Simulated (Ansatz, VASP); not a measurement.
# One calculation of MoS, two programs

Contents of POSCAR:

```
MoS
1.0
    3.7417874993      0.0000000000      0.0000000000
   -1.8708937497      3.2404830300      0.0000000000
    0.0000000000      0.0000000000      5.2106342672
Mo S
2 2
Direct
    0.0000000000      0.0000000000      0.0000000000
    0.0000000000      0.0000000000      0.5000000000
    0.3333333333      0.6666666667      0.2500000000
    0.6666666667      0.3333333333      0.7500000000
```

File INCAR.step1:

```
PREC = Accurate ; ENCUT = 520
ISMEAR = 0 ; SIGMA = 0.05
LREAL = F ; LASPH = T
NELM = 150 ; ISPIN = 2
MAGMOM = 3 3 0 0 ; LMAXMIX = 4
NBANDS = 32 ; GGA = PE
ALGO = Normal ; EDIFF = 1E-4
LWAVE = T ; LCHARG = F
```

INCAR.step2

```
PREC = Accurate ; ENCUT = 520
EDIFF = 1E-6 ; ISMEAR = 0
SIGMA = 0.05 ; LREAL = F
LASPH = T ; NELM = 150
ALGO = Normal ; ISIF = 2
LWAVE = F ; LCHARG = T
ISPIN = 2 ; MAGMOM = 3 3 0 0
LORBIT = 11 ; LMAXMIX = 4
METAGGA = R2SCAN ; LMIXTAU = T
LELF = T ; LVHAR = T
NBANDS = 32 ; ISTART = 1
```

Contents of KPOINTS:

```
regular mesh
0
Gamma
  10 10 6
```

Input for Ansatz:

```yaml
crystal:
  lattice:
    - [3.7417874993, 0.0, 0.0]
    - [-1.8708937497, 3.24048303, 0.0]
    - [0.0, 0.0, 5.2106342672]
  atoms:
    - { symbol: Mo, position: [0.0, 0.0, 0.0], spin: 3.0 }
    - { symbol: Mo, position: [0.0, 0.0, 0.5], spin: 3.0 }
    - { symbol: S, position: [0.3333333333, 0.6666666667, 0.25] }
    - { symbol: S, position: [0.6666666667, 0.3333333333, 0.75] }
basis:
  ecutwfc: 500
  ecutrho_ratio: 4
kpoints:
  mp_grid: { grid: [10, 10, 6] }
hamiltonian:
  xc: r2scan
scf:
  occupations: { method: gaussian, width: 0.05 }
output:
  forces: true
  stress: true
  eigenvalues: true
  populations: true
  write_density: true
  write_potential: true
  elf: true
  volumetric_format: npy
magnetization:
  spin_polarized: true
```

Alike in both runs: task single point; functional r2SCAN; k mesh 10 × 10 × 6; occupations gaussian, width 0.05 eV; collinear spin.

|  | VASP | Ansatz |
| --- | --- | --- |
| version | VASP 6.6.1 | Ansatz 0.2.0 |
| potentials or method | VASP PAW PBE potentials, release 64 (Mo_sv, S), cutoff 520 eV | scalar-relativistic, plane waves, PAW |
| valence electrons in the cell | 40 | 40 |

Ansatz gave:

| Item | Value |
| --- | --- |
| gap on the k mesh at the Fermi level (eV) | none |
| pressure (GPa) | 1.3 |
| traceless stress, the component that is largest in VASP (GPa) | 1.18 |
| net moment per atom (μB) | 0.00 |
| size of the moment on the site where the two differ most (μB) | 0.77 |

Task: What did VASP give for the same quantities?

Result: gap on the k mesh at the Fermi level (eV): none; pressure (GPa): -0.6; traceless stress, the component that is largest in VASP (GPa): -1.46; net moment per atom (μB): 0.00; size of the moment on the site where the two differ most (μB): 0.01.

VASP's potentials were made for PBE, not for r2SCAN. Site moments also hang on the region over which each program counts them. A gap of «none» marks a metal or a gap that the smearing closes. Ansatz's warnings: seeded moment not kept, stability check not made.
